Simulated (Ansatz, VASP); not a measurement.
## Ge in VASP and in Ansatz

```
Ge
1.0
     3.93641    0.00000    0.00000
    -1.96821    3.40903    0.00000
     0.00000    0.00000    6.59214
Ge
4
Direct
  0.66667 0.33333 0.06279
  0.33333 0.66667 0.56279
  0.66667 0.33333 0.43721
  0.33333 0.66667 0.93721
```

Change from the starting cell: strain -0.030 along x and y, -0.015 along z, atoms carried along.

Alike in both runs: task single point; functional PBE; k mesh 12 × 12 × 8; occupations gaussian, width 0.15 eV; no spin polarisation.

```csv
,VASP,Ansatz
version,VASP 6.6.1,Ansatz 0.2.0
potentials or method,"VASP PAW PBE potentials, release 64 (Ge_d), cutoff 520 eV","scalar-relativistic, plane waves, PAW"
valence electrons in the cell,56,56
```

```csv
,VASP,Ansatz,Ansatz less VASP
gap on the k mesh at the Fermi level (eV),none,none,-
pressure (GPa),5.4,5.4,+0.02
"traceless stress, the component that is largest in VASP (GPa)",-1.93,-1.93,0.000
rms of the force components (eV/Å),0.109,0.110,+0.0010
```

Atom by atom the forces differ by 0.001 eV/Å (rms over components). A gap of «none» marks a metal or a gap that the smearing closes. With one functional, cell and mesh, what is left measures potentials, basis and numerics.
